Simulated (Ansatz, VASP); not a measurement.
# SiC in VASP and in Ansatz

File INCAR:

```
  PREC = Accurate
  ENCUT = 520
  EDIFF = 1E-6
  ISMEAR = 0
  SIGMA = 0.05
  LREAL = False
  LASPH = True
  NELM = 80
  ALGO = Normal
  ISIF = 2
  LWAVE = False
  LCHARG = False
  GGA = PE
  NBANDS = 36
```

Contents of KPOINTS:

```
regular mesh
0
Gamma
  6 9 3
```

Contents of POSCAR:

```
SiC
1.0
    4.3480000000      0.0000000000      0.0000000000
    0.0000000000      2.1740000000     -2.1740000000
    0.0000000000      7.9362135624      7.9362135624
Si C
6 6
Direct
    0.0000000000      0.0000000000      0.7533052448
    0.5000000000      0.5000000000      0.0684698434
    0.0000000000      0.0000000000      0.2054369237
    0.5000000000      0.5000000000      0.3424040040
    0.0000000000      0.0000000000      0.4793710842
    0.5000000000      0.5000000000      0.6163381645
    0.7500000000      0.0000000000      0.3424040040
    0.2500000000      0.5000000000      0.4793710842
    0.7500000000      0.0000000000      0.6163381645
    0.2500000000      0.5000000000      0.7533052448
    0.7500000000      0.0000000000      0.0684698434
    0.2500000000      0.5000000000      0.2054369237
```

Input for Ansatz:

```yaml
crystal:
  lattice:
    - [4.348, 0.0, 0.0]
    - [0.0, 2.174, -2.174]
    - [0.0, 7.9362135624, 7.9362135624]
  atoms:
    - { symbol: Si, position: [0.0, 0.0, 0.7533052448] }
    - { symbol: Si, position: [0.5, 0.5, 0.0684698434] }
    - { symbol: Si, position: [0.0, 0.0, 0.2054369237] }
    - { symbol: Si, position: [0.5, 0.5, 0.342404004] }
    - { symbol: Si, position: [0.0, 0.0, 0.4793710842] }
    - { symbol: Si, position: [0.5, 0.5, 0.6163381645] }
    - { symbol: C, position: [0.75, 0.0, 0.342404004] }
    - { symbol: C, position: [0.25, 0.5, 0.4793710842] }
    - { symbol: C, position: [0.75, 0.0, 0.6163381645] }
    - { symbol: C, position: [0.25, 0.5, 0.7533052448] }
    - { symbol: C, position: [0.75, 0.0, 0.0684698434] }
    - { symbol: C, position: [0.25, 0.5, 0.2054369237] }
basis:
  ecutwfc: 420
kpoints:
  mp_grid: { grid: [6, 9, 3] }
hamiltonian:
  xc: pbe
scf:
  occupations: { method: gaussian, width: 0.05 }
output:
  forces: true
  stress: true
  eigenvalues: true
  write_density: true
  write_potential: true
  elf: true
  volumetric_format: npy
```

Alike in both runs: task single point; functional PBE; k mesh 6 × 9 × 3; occupations gaussian, width 0.05 eV; no spin polarisation.

|  | VASP | Ansatz |
| --- | --- | --- |
| version | VASP 6.6.1 | Ansatz 0.2.0 |
| potentials or method | VASP PAW PBE potentials, release 64 (Si, C), cutoff 520 eV | scalar-relativistic, plane waves, PAW |
| valence electrons in the cell | 48 | 48 |

```tsv
	VASP	Ansatz	Ansatz less VASP
gap on the k mesh at the Fermi level (eV)	0.39	0.40	+0.009
least direct gap on the mesh (eV)	0.43	0.44	+0.009
pressure (GPa)	-2.0	-2.0	+0.01
traceless stress, the component that is largest in VASP (GPa)	-2.63	-2.56	+0.061
rms of the force components (eV/Å)	0.871	0.872	+0.0020
```

Atom by atom the forces differ by 0.003 eV/Å (rms over components).
